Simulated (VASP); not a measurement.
# TiAl3 (Pm-3m) in VASP: further runs, part 2 of 2

VASP 6.6.1. Earlier steps stand in the parts before.

## (3) Single point, LDA

This run uses another cell than the first one, of 14.96 Å³/atom, 1.039 times its volume.

File INCAR:

```
SYSTEM = TiAl3
ALGO     = Fast           ! electronic algorithm
EDIFF    = 1E-6           ! SCF threshold, eV
ENCUT    = 520            ! plane-wave cutoff, eV
GGA      = CA             ! functional
ISIF     = 2              ! what is computed and relaxed
ISMEAR   = 0              ! smearing method
LASPH    = .TRUE.         ! aspherical terms in the spheres
LCHARG   = .FALSE.        ! write CHGCAR
LREAL    = .FALSE.        ! projectors in reciprocal space
LWAVE    = .FALSE.        ! write WAVECAR
NBANDS   = 18             ! bands
NELM     = 100            ! most SCF steps
PREC     = Accurate       ! precision mode
SIGMA    = 0.1            ! smearing width, eV
```

File KPOINTS:

```
k-points
0
G
  10 10 10
  0 0 0
```

File POSCAR:

```
TiAl3
1.0
    3.9111741101      0.0000000000      0.0000000000
    0.0000000000      3.9111741101      0.0000000000
    0.0000000000      0.0000000000      3.9111741101
Ti Al
1 3
Direct
    0.0000000000      0.0000000000      0.0000000000
    0.5000000000      0.5000000000      0.0000000000
    0.5000000000      0.0000000000      0.5000000000
    0.0000000000      0.5000000000      0.5000000000
```

Potentials or basis: VASP PAW LDA potentials, release 64 (Ti_sv, Al).

The run is started by

```console
$ cat potpaw_LDA.64/Ti_sv/POTCAR potpaw_LDA.64/Al/POTCAR > POTCAR
$ mpirun -np 1 vasp_std > vasp.out
```

Wall time 52 s (1 thread of Intel Xeon 6975P-C (Granite Rapids), shared host); peak memory 0.18 GiB.

It converged, with:

```yaml
Free_energy: -22.7061 eV
Pressure: 0.1 GPa
```

Levels at points of the mesh, in eV from the Fermi level:
| k point | band 6 | band 7 | band 8 | band 9 | band 10 | band 11 | band 12 | band 13 | band 14 | band 15 |
| --- | --- | --- | --- | --- | --- | --- | --- | --- | --- | --- |
| (0.00, 0.00, 0.00) | -3.21 | -3.21 | -2.20 | -2.20 | -2.20 | 0.11 | 0.11 | 0.11 | 0.71 | 4.23 |
| (0.50, 0.00, 0.00) | -8.13 | -2.36 | -2.36 | -2.31 | 0.37 | 0.77 | 0.77 | 0.92 | 1.02 | 1.43 |
| (0.50, 0.50, 0.00) | -6.21 | -6.21 | -5.13 | -1.34 | -1.34 | 0.61 | 0.86 | 1.08 | 1.12 | 3.65 |
| (0.50, 0.50, 0.50) | -5.27 | -5.27 | -5.11 | -3.54 | -3.54 | -3.54 | 0.25 | 1.18 | 1.18 | 2.88 |

## (4) Single point, LDA

This run uses another cell than the first one, of 13.00 Å³/atom, 0.903 times its volume.

File INCAR:

```
  PREC = Accurate
  ENCUT = 520
  EDIFF = 1E-6
  ISMEAR = -1
  SIGMA = 0.15
  LREAL = F
  LASPH = T
  NELM = 60
  ALGO = Normal
  ISIF = 2
  LWAVE = F
  LCHARG = T
  LELF = T
  LVHAR = T
  NBANDS = 18
```

File KPOINTS:

```
regular mesh
0
Gamma
  12 12 12
```

File POSCAR:

```
TiAl3
1.0
    3.7324236050      0.0000000000      0.0000000000
    0.0000000000      3.7324236050      0.0000000000
    0.0000000000      0.0000000000      3.7324236050
Ti Al
1 3
Direct
    0.0000000000      0.0000000000      0.0000000000
    0.5000000000      0.5000000000      0.0000000000
    0.5000000000      0.0000000000      0.5000000000
    0.0000000000      0.5000000000      0.5000000000
```

The run is started by

```console
$ cat potpaw_LDA.64/Ti_sv/POTCAR potpaw_LDA.64/Al/POTCAR > POTCAR
$ mpirun -np 1 vasp_std > vasp.out
```

Run time: 24 s. Hardware: 1 thread of Intel Xeon 6975P-C (Granite Rapids), shared host; peak memory 0.19 GiB.

The run converged. Its results:

```yaml
Free_energy: -22.2837 eV
Pressure: 22.3 GPa
```

Levels at points of the mesh, in eV from the Fermi level:
```
           k point  band 8  band 9  band 10  band 11  band 12  band 13
(0.00, 0.00, 0.00)   -2.23   -2.23    -2.23     0.12     0.12     0.12
(0.50, 0.00, 0.00)   -2.60   -2.60     0.46     1.00     1.01     1.01
(0.50, 0.50, 0.00)   -5.52   -1.48    -1.48     0.73     1.11     1.14
(0.50, 0.50, 0.50)   -5.55   -3.68    -3.68    -3.68     0.57     1.47
```

## (5) Relaxation of cell and atoms, LDA, target pressure 5 GPa, at which the enthalpy is minimised

This run uses another cell than the first one, of 14.98 Å³/atom, 1.040 times its volume.

File INCAR:

```
SYSTEM = TiAl3
PREC = Accurate ; ENCUT = 600
EDIFF = 1E-6 ; ISMEAR = -1
SIGMA = 0.15 ; LREAL = .FALSE.
LASPH = .TRUE. ; NELM = 80
ALGO = Fast ; ISIF = 3
LWAVE = .FALSE. ; LCHARG = .FALSE.
IBRION = 2 ; NSW = 80
EDIFFG = -0.001 ; PSTRESS = 50.0
```

File KPOINTS:

```
regular mesh
0
G
  10 10 10
  0 0 0
```

File POSCAR:

```
TiAl3
1.0
    3.9132288275      0.0000000000      0.0000000000
    0.0000000000      3.9132288275      0.0000000000
    0.0000000000      0.0000000000      3.9132288275
Ti Al
1 3
Direct
    0.0000000000      0.0000000000      0.0000000000
    0.5000000000      0.5000000000      0.0000000000
    0.5000000000      0.0000000000      0.5000000000
    0.0000000000      0.5000000000      0.5000000000
```

Potentials or basis: VASP PAW LDA potentials, release 64 (Ti_sv, Al).

The run is started by

```console
$ cat potpaw_LDA.64/Ti_sv/POTCAR potpaw_LDA.64/Al/POTCAR > POTCAR
$ mpirun -np 1 vasp_std > vasp.out
```

OUTCAR:

```text
SYSTEM = TiAl3
   PREC = Accurate
   ENCUT = 600
   EDIFF = 1E-6
   ISMEAR = -1
   LREAL = .FALSE.
   LASPH = .TRUE.
   NELM = 80
   ISIF = 3
   IBRION = 2
   NSW = 80
   EDIFFG = -0.001
   PSTRESS = 50.0

 ion  position               nearest neighbor table
   1  0.000  0.000  0.000-   2 2.77   3 2.77   4 2.77   3 2.77   4 2.77   2 2.77   4 2.77   4 2.77
                             2 2.77   3 2.77   3 2.77   2 2.77
   2  0.500  0.500  0.000-   1 2.77   3 2.77   4 2.77   3 2.77   4 2.77   1 2.77   3 2.77   3 2.77
                             1 2.77   4 2.77   4 2.77   1 2.77
   3  0.500  0.000  0.500-   1 2.77   2 2.77   4 2.77   1 2.77   2 2.77   2 2.77   4 2.77   2 2.77
                             1 2.77   4 2.77   1 2.77   4 2.77
   4  0.000  0.500  0.500-   1 2.77   2 2.77   3 2.77   1 2.77   2 2.77   1 2.77   3 2.77   1 2.77
                             2 2.77   3 2.77   2 2.77   3 2.77

  LATTYP: Found a simple cubic cell.
[... 362 lines left out ...]
 fundamental gap:      0.0526404110
 Fermi energy:         9.6547185856

 k-point     1 :       0.0000    0.0000    0.0000
  band No.  band energies     occupation
      1     -46.4156      2.00000
      2     -23.1279      2.00000
      3     -23.1279      2.00000
      4     -23.1279      2.00000
      5      -1.5237      2.00000
      6       6.4099      2.00000
      7       6.4099      2.00000
      8       7.4826      2.00000
      9       7.4826      2.00000
     10       7.4826      2.00000
     11       9.8110      0.52152
     12       9.8110      0.52152
     13       9.8110      0.52152
     14      10.3915      0.01461
[... 377 lines left out ...]
      1     -46.4144      2.00000
      2     -23.1467      2.00000
      3     -23.1292      2.00000
      4     -23.1289      2.00000
      5      -0.4278      2.00000
      6       3.4216      2.00000
      7       6.1601      2.00000
      8       6.7336      2.00000
      9       7.7022      2.00000
     10       9.1162      1.94630
     11       9.5356      1.37753
     12      10.2892      0.02870
     13      10.6118      0.00338
     14      12.1894      0.00000

 [... further k-points ...]
[... 5 lines left out ...]
  --------------------------------------------------------------------------------------
  -------------------------------------------------------------------------------------
  Total        1.8030585      1.8030585      1.8030585     -0.0000000      0.0000000     -0.0000000
  in kB       50.0759794     50.0759794     50.0759794     -0.0000000      0.0000000     -0.0000000
  external PRESSURE =       0.0759794 kB  Pullay stress =      50.0000000 kB
[... 23 lines left out ...]
  energy  without entropy=      -22.5951345627  energy(sigma->0) =      -22.67023917

  enthalpy is  TOTEN    =       -20.9450210670 eV   P V=        1.8003227118

 reached required accuracy - stopping structural energy minimisation
```

It took 1.8 min on 1 thread of Intel Xeon 6975P-C (Granite Rapids), shared host; peak memory 0.2 GiB.

Results:

- Free energy: -22.7453 eV
- Relaxed volume: 14.42 Å³/atom
- Relaxed cell: a = 3.864 Å, b = 3.864 Å, c = 3.864 Å, α = 90.00°, β = 90.00°, γ = 90.00°
- Space group after relaxing (to 0.05 Å): Pm-3m (No. 221)
- Energy change on relaxing (the enthalpy is what falls): +8.7 meV/atom
- Ionic steps: 5
- Pressure after relaxing: 5.0 GPa

Step by step:
```
step  energy change (eV)  largest force (eV/Å)  pressure (GPa)  volume (Å³)
   1              0.0000                0.0000            0.16        59.92
   2              0.1046                0.0000            9.02        56.09
   3              0.0348                0.0000            4.99        57.69
   4              0.0362                0.0000            5.06        57.65
   5              0.0349                0.0000            5.01        57.69
```

Final structure:
```
Ti Al
1.0
     3.86394    0.00000    0.00000
     0.00000    3.86394    0.00000
     0.00000    0.00000    3.86394
Ti Al
1 3
Direct
  0.00000 0.00000 0.00000
  0.50000 0.50000 0.00000
  0.50000 0.00000 0.50000
  0.00000 0.50000 0.50000
```

Caveat: the cell is relaxed towards a set pressure, so the enthalpy falls and the energy may rise.

## (6) Overview

```tsv
task	cell	k mesh	cutoff (eV)	smearing	gap on the mesh (eV)	pressure (GPa)
single point	a = 3.862 Å, 4 atoms	10 × 10 × 10	520	fermi-dirac 0.15 eV	none	5.2
single point	a = 3.911 Å, 4 atoms	10 × 10 × 10	520	gaussian 0.1 eV	none	0.1
single point	a = 3.732 Å, 4 atoms	12 × 12 × 12	520	fermi-dirac 0.15 eV	none	22.3
relaxation of cell and atoms	relaxed to 5 GPa from a = 3.913 Å, 4 atoms	10 × 10 × 10	600	fermi-dirac 0.15 eV	none	5.0
```

Alike in all rows: level LDA; potentials or basis VASP PAW LDA potentials, release 64 (Ti_sv, Al); no spin polarisation.

Caveats: the cell is relaxed towards a set pressure, so the enthalpy falls and the energy may rise (some runs).

Total energies depend on the potentials used, so only differences within one code and one set of settings carry meaning.
